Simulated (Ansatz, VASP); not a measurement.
# ZrSi2: VASP beside Ansatz

```
Zr Si
1.0
    -1.64386    1.64386    4.58521
     1.64386   -1.64386    4.58521
     1.64386    1.64386   -4.58521
Zr Si
1 2
Direct
  0.00000 0.00000 0.00000
  0.31004 0.31004 0.00000
  0.68996 0.68996 0.00000
```

Alike in both runs: task single point; functional PBEsol; k mesh 14 × 14 × 14; occupations gaussian, width 0.05 eV; no spin polarisation.

```csv
,VASP,Ansatz
version,VASP 6.6.1,Ansatz 0.2.0
potentials or method,"VASP PAW PBE potentials, release 64 (Zr_sv, Si), cutoff 520 eV","scalar-relativistic, plane waves, PAW"
valence electrons in the cell,20,20
```

|  | VASP | Ansatz | Ansatz less VASP |
| --- | --- | --- | --- |
| gap on the k mesh at the Fermi level (eV) | none | none | - |
| pressure (GPa) | -3.4 | -3.6 | -0.16 |
| traceless stress, the component that is largest in VASP (GPa) | -0.23 | -0.26 | -0.027 |
| rms of the force components (eV/Å) | 0.022 | 0.020 | -0.0014 |

VASP's potentials were made for PBE, not for PBEsol. Atom by atom the forces differ by 0.001 eV/Å (rms over components). A gap of «none» marks a metal or a gap that the smearing closes. The functional is the same, so the differences come from potentials, cutoffs and numerics.
